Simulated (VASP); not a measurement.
# H22CO11 in VASP: a series of runs, part 2 of 3

VASP 6.6.1. The steps go on from the part before.

## 3. Single point, PBE+D3(BJ)

The input, INCAR:

```
PREC = Accurate
ENCUT = 1000
EDIFF = 1E-6
ISMEAR = -1
SIGMA = 0.02
LREAL = Auto
LASPH = True
NELM = 120
ALGO = Normal
ISIF = 2
LWAVE = False
LCHARG = False
GGA = PE
IVDW = 12
NBANDS = 69
GGA_COMPAT = False
```

The input, KPOINTS:

```
Automatic mesh
0
Gamma
  1 1 1
```

The input, POSCAR:

```
H22CO11
1.0
    7.1203670000      0.0000000000      0.0000000000
    0.0000000000      7.1203670000      0.0000000000
    0.0000000000      0.0000000000      7.1203670000
O H C
11 22 1
Direct
    0.5436096201      0.1374226918      0.4633609475
    0.0991802810      0.6211337140      0.3859913401
    0.5287227470      0.8943499682      0.9473107215
    0.8838589359      0.5759113259      1.0066756391
    0.4761552319      0.5784252413      0.2773452548
    0.3758514133      0.4110743168      0.7976836025
    0.3072734874      1.0639901005      0.2475293759
    0.7144715996      0.8422318681      0.6435061564
    0.7586406712      0.8619639971      0.2407460177
    0.2529785333      0.7460430059      0.8289881687
   -0.0924250112      0.2230222122      0.6884055274
    0.2433863311      0.3728319060     -0.2051017876
    0.5913037909      0.1260609179      0.3365978186
    0.0169373292      0.5773719248      0.2869374570
    0.2177415855      0.5545360232      0.3672703949
    0.4858176552      1.0053414382      1.0163099739
   11.7460097211     13.5779518106     -0.9926875960
    0.9130990018      0.6977168452      1.0690319755
    1.3980178269      0.8412347285      0.8933809170
    0.5269110426      0.4568163411      0.2416588920
    0.4340366164      0.6369755941      0.1604552125
    0.4317193201      0.3299127699      0.7012700329
    0.3065431880      0.6320460729      0.7710838500
    0.2572620203      0.9452743096      0.2934680193
    0.1998773378      1.1470195286      0.2591579900
    0.6520029094      0.8842521741      0.7663649921
    0.6325095322      0.7414505460      0.5986770064
    0.6949922666      0.8801512619      0.1190107195
    0.6653308741      0.7860971211      0.3061499499
    0.1093623405      0.7561408000      0.7851421142
    0.6340403521      1.0598891883      0.5323321115
   -0.1065394523      0.5206754090      0.6977589779
   -0.1822377976      0.2678794506      0.5954889685
   -1.0671500500     -0.3392943088      0.7596237666
```

Potentials or basis: VASP PAW PBE potentials, release 64 (O_h, H_h, C_h).

Command:

```sh
> cat potpaw_PBE.64/O_h/POTCAR potpaw_PBE.64/H_h/POTCAR potpaw_PBE.64/C_h/POTCAR > POTCAR
> mpirun -np 1 vasp_gam > vasp.out
```

OUTCAR:

```text
PREC = Accurate
   ENCUT = 1000
   EDIFF = 1E-6
   ISMEAR = -1
   LREAL = Auto
   LASPH = True
   NELM = 120
   ISIF = 2
   GGA = PE
   IVDW = 12
 IVDW          = 12

 ion  position               nearest neighbor table
   1  0.544  0.137  0.463-  13 0.97  31 0.98
   2  0.099  0.621  0.386-  14 0.97  15 0.98
   3  0.529  0.894  0.947-  16 0.98  19 1.08
   4  0.884  0.576  0.007-  17 0.98  18 1.00
   5  0.476  0.578  0.277-  20 0.97  21 0.98
   6  0.376  0.411  0.798-  22 0.98  12 0.98
   7  0.307  0.064  0.248-  25 0.97  24 0.97
   8  0.714  0.842  0.644-  27 0.98  26 1.03
   9  0.759  0.862  0.241-  29 0.97  28 0.99
  10  0.253  0.746  0.829-  23 0.99  30 1.07
  11  0.908  0.223  0.688-  33 0.97
  12  0.243  0.373  0.795-   6 0.98
  13  0.591  0.126  0.337-   1 0.97
  14  0.017  0.577  0.287-   2 0.97
  15  0.218  0.555  0.367-   2 0.98
  16  0.486  0.005  0.016-   3 0.98
[... 16 lines left out ...]
  33  0.818  0.268  0.595-  11 0.97
  34  0.933  0.661  0.760-  32 1.13

  LATTYP: Found a simple cubic cell.
 ALAT       =     7.1203670000

  Lattice vectors:

 A1 = (   7.1203670000,   0.0000000000,   0.0000000000)
 A2 = (   0.0000000000,   7.1203670000,   0.0000000000)
 A3 = (   0.0000000000,   0.0000000000,   7.1203670000)

Analysis of symmetry for initial positions (statically):
=====================================================================
 Subroutine PRICEL returns:
 Original cell was already a primitive cell.

 Routine SETGRP: Setting up the symmetry group for a
 simple cubic supercell.

 Subroutine GETGRP returns: Found  1 space group operations
 (whereof  1 operations were pure point group operations)
 out of a pool of 48 trial point group operations.

The static configuration has the point symmetry C_1 .

Analysis of symmetry for dynamics (positions and initial velocities):
=====================================================================
 Subroutine PRICEL returns:
 Original cell was already a primitive cell.

 Routine SETGRP: Setting up the symmetry group for a
 simple cubic supercell.

 Subroutine GETGRP returns: Found  1 space group operations
 (whereof  1 operations were pure point group operations)
 out of a pool of 48 trial point group operations.

The dynamic configuration has the point symmetry C_1 .

 Subroutine INISYM returns: Found  1 space group operations
 (whereof  1 operations are pure point group operations),
 and found     1 'primitive' translations

----------------------------------------------------------------------------------------

                                     Primitive cell

  volume of cell :     360.9999

  direct lattice vectors                    reciprocal lattice vectors
     7.120367000  0.000000000  0.000000000     0.140442199  0.000000000  0.000000000
     0.000000000  7.120367000  0.000000000     0.000000000  0.140442199  0.000000000
     0.000000000  0.000000000  7.120367000     0.000000000  0.000000000  0.140442199

  length of vectors
     7.120367000  7.120367000  7.120367000     0.140442199  0.140442199  0.140442199

  position of ions in fractional coordinates (direct lattice)
     0.543609620  0.137422692  0.463360948
     0.099180281  0.621133714  0.385991340
     0.528722747  0.894349968  0.947310722
     0.883858936  0.575911326  0.006675639
     0.476155232  0.578425241  0.277345255
     0.375851413  0.411074317  0.797683603
[... 26 lines left out ...]
     0.817762202  0.267879451  0.595488968
     0.932849950  0.660705691  0.759623767

  ion indices of the primitive-cell ions
   primitive index   ion index
                 1           1
                 2           2
                 3           3
                 4           4
                 5           5
                 6           6
[... 26 lines left out ...]
                33          33
                34          34

----------------------------------------------------------------------------------------

 KPOINTS: Automatic mesh

Automatic generation of k-mesh.
 Grid dimensions read from file:
 generate k-points for:    1    1    1

 Generating k-lattice:

  Cartesian coordinates                     Fractional coordinates (reciprocal lattice)
     0.140442199  0.000000000  0.000000000     1.000000000  0.000000000  0.000000000
     0.000000000  0.140442199  0.000000000     0.000000000  1.000000000  0.000000000
     0.000000000  0.000000000  0.140442199     0.000000000  0.000000000  1.000000000

  Length of vectors
     0.140442199  0.140442199  0.140442199

  Shift w.r.t. Gamma in fractional coordinates (k-lattice)
     0.000000000  0.000000000  0.000000000

 Subroutine IBZKPT returns following result:
 ===========================================

 Found      1 irreducible k-points:

 Following reciprocal coordinates:
            Coordinates               Weight
  0.000000  0.000000  0.000000      1.000000
   k-points           NKPTS =      1   k-points in BZ     NKDIM =      1   number of bands    NBANDS=     69
   number of dos      NEDOS =    301   number of ions     NIONS =     34
   total plane-waves  NPLWV = 512000
   dimension x,y,z NGX =    80 NGY =   80 NGZ =   80
   dimension x,y,z NGXF=   160 NGYF=  160 NGZF=  160
   ions per type =              11  22   1
   NGX,Y,Z   is equivalent  to a cutoff of  18.68, 18.68, 18.68 a.u.
   NGXF,Y,Z  is equivalent  to a cutoff of  37.36, 37.36, 37.36 a.u.
 SYSTEM =  unknown system
   PREC   = accura    normal or accurate (medium, high low for compatibility)
   ISTART =      0    job   : 0-new  1-cont  2-samecut
   ICHARG =      2    charge: 1-file 2-atom 10-const
   ISPIN  =      1    spin polarized calculation?
   LNONCOLLINEAR =      F non collinear calculations
   LSORBIT =      F    spin-orbit coupling
   LASPH  =      T    aspherical Exc in radial PAW
   ENCUT  = 1000.0 eV  73.50 Ry    8.57 a.u.  18.36 18.36 18.36*2*pi/ulx,y,z
   NELM   =    120;   NELMIN=  2; NELMDL= -5     # of ELM steps
   EDIFF  = 0.1E-05   stopping-criterion for ELM
   LREAL  =      T    real-space projection
   EDIFFG = 0.1E-04   stopping-criterion for IOM
   NSW    =      0    number of steps for IOM
   IBRION =     -1    ionic relax: 0-MD 1-quasi-New 2-CG
   NFREE  =      0    steps in history (QN), initial steepest desc. (CG)
   ISIF   =      2    stress and relaxation
   ISYM   =      2    0-nonsym 1-usesym 2-fastsym
   POTIM  = 0.5000    time-step for ionic-motion
   TEBEG  =    0.0;   TEEND  =   0.0 temperature during run
   PSTRESS=    0.0 pullay stress
   NELECT =      92.0000    total number of electrons
   NUPDOWN=      -1.0000    fix difference up-down
   EMIN   =  10.00;   EMAX   =-10.00  energy-range for DOS
   EFERMI =   0.00;   METHOD = LEGACY
   ISMEAR =    -1;   SIGMA  =   0.02  broadening in eV -4-tet -1-fermi 0-gaus
   EFERMI_NEDOS =   21; number of points for ismear=-14 and -15
   IALGO  =     38    algorithm
   IMIX   =      4    mixing-type and parameters
     AMIX     =   0.40;   BMIX     =  1.00
     AMIX_MAG =   1.60;   BMIX_MAG =  1.00
  volume/ion in A,a.u.               =      10.62        71.65
  Fermi-wavevector in a.u.,A,eV,Ry     =   1.037931  1.961405 14.657561  1.077300
  Thomas-Fermi vector in A             =   2.172391
   LORBIT       =      0    0 simple, 1 ext, 2 COOP (PROOUT), +10 PAW based schemes
   GGA     = PE    functional components
   LHFCALC =     F    Hartree Fock is set to
   AEXX    =    0.0000 exact exchange contribution
   IVDW    =    12    specifies the selected vdW correction
   LEPSILON=     F    determine dielectric tensor
   LRPA    =     F    only Hartree local field effects (RPA)
 non-spin polarized calculation
  energy-cutoff  :     1000.00
  volume of cell :      361.00
 maximum number of plane-waves:     12911
 NGX is ok and might be reduce to    80
   NGX = 37   NGY = 37   NGZ = 37

 number of electron      91.9999999 magnetization

 Free energy of the ion-electron system (eV)
  ---------------------------------------------------
  ext. energy  EPLUGINS =         0.00000000
  ---------------------------------------------------
  free energy    TOTEN  =      -160.17773335 eV

  energy without entropy =     -160.17745541  energy(sigma->0) =     -160.17759438

 E-fermi :  -0.7670     XC(G=0):  -6.7099

 val. band max:       -0.9238792617   @ k =   0.0000   0.0000   0.0000
 cond. band min:      -0.6102204706   @ k =   0.0000   0.0000   0.0000
 fundamental gap:      0.3136587911
 Fermi energy:        -0.7670498619

 k-point     1 :       0.0000    0.0000    0.0000
  band No.  band energies     occupation
      1     -24.4859      2.00000
      2     -23.1832      2.00000
      3     -22.8096      2.00000
      4     -22.3640      2.00000
      5     -22.0958      2.00000
      6     -21.8542      2.00000
[... 50 lines left out ...]
     57       5.7230      0.00000
     58       5.8618      0.00000
 [bands above 58 left out]

------------------------ aborting loop because EDIFF is reached ----------------------------------------

 Edisp (eV)   -1.19299

 E8    (eV) :    -0.2513

  FORCE on cell =-STRESS in cart. coord.  units (eV):
  Direction    XX          YY          ZZ          XY          YZ          ZX
  --------------------------------------------------------------------------------------
  -------------------------------------------------------------------------------------
  Total       4.82532    -0.43158     1.02088     1.09707     1.40141     3.61915
  in kB      21.41556    -1.91541     4.53086     4.86899     6.21967    16.06239
  external pressure =        8.01 kB  Pullay stress =        0.00 kB

 VOLUME and BASIS-vectors are now :
 -----------------------------------------------------------------------------
  energy-cutoff  :     1000.00
  volume of cell :      361.00
      direct lattice vectors                 reciprocal lattice vectors
     7.120367000  0.000000000  0.000000000     0.140442199  0.000000000  0.000000000
     0.000000000  7.120367000  0.000000000     0.000000000  0.140442199  0.000000000
     0.000000000  0.000000000  7.120367000     0.000000000  0.000000000  0.140442199

 POSITION                                       TOTAL-FORCE (eV/Angst)
 -----------------------------------------------------------------------------------
      3.87070      0.97850      3.29930         0.907823      0.653257      1.040088
      0.70620      4.42270      2.74840        -0.006710      0.208279      0.134450
      3.76470      6.36810      6.74520         0.236122      0.484131      0.285343
      6.29340      4.10070      0.04753         0.139812      0.891882     -1.142670
      3.39040      4.11860      1.97480         0.051723     -0.025122     -0.121556
      2.67620      2.92700      5.67980        -0.043425     -0.659574     -0.365677
[... 26 lines left out ...]
      5.82277      1.90740      4.24010         0.068871     -0.067980     -0.088877
      6.64223      4.70447      5.40880        -1.185599     -0.460801      0.100340
 -----------------------------------------------------------------------------------
    total drift:                               -0.002131     -0.004795      0.004440

  FREE ENERGIE OF THE ION-ELECTRON SYSTEM (eV)
  ---------------------------------------------------
  free  energy   TOTEN  =      -161.3707233775 eV

  energy  without entropy=     -161.3704454403  energy(sigma->0) =     -161.37058441
```

It took 4.4 min on 1 thread of AMD EPYC 7R13 (Zen 3), shared host; peak memory 0.89 GiB.

What came out:

```
Free energy                : -161.3707 eV
Pressure                   : 0.8 GPa
Largest force              : 1.637 eV/Å
Dispersion energy per atom : -0.035 eV
```

Forces on the atoms (eV/Å):
```
O    0.908  0.653  1.040
O   -0.007  0.208  0.134
O    0.236  0.484  0.285
O    0.140  0.892 -1.143
O    0.052 -0.025 -0.122
O   -0.043 -0.660 -0.366
O   -1.095 -0.298 -1.179
O    0.559 -1.015  0.546
O    0.473  0.052 -0.386
O    0.542  0.356 -0.013
O    0.199  0.673  0.236
H    0.039 -0.213  0.022
H   -0.160 -0.161 -0.010
H   -0.046 -0.185  0.121
H    0.029  0.046  0.027
H   -0.098  0.049 -0.069
H    0.003 -0.260 -0.005
H   -0.228 -0.025  0.265
H   -0.010 -0.074 -0.027
H   -0.129 -0.100  0.110
H   -0.017 -0.067 -0.043
H    0.095  0.003 -0.010
H   -0.037 -0.090  0.132
H   -0.003  0.020  0.130
H   -0.045  0.012 -0.009
H    0.046  0.037  0.029
H   -0.159  0.109 -0.010
H   -0.127  0.084  0.040
H    0.129 -0.088  0.041
H   -0.032 -0.118  0.075
H    0.212  0.223  0.091
H   -0.306  0.007  0.053
H    0.069 -0.068 -0.089
C   -1.186 -0.461  0.100
```

Caveat: the k points lie up to 0.88 Å⁻¹ apart, too coarse for converged energies, forces and pressures; the atoms stand as in a frame of molecular dynamics.

[end of part 2 of 3]
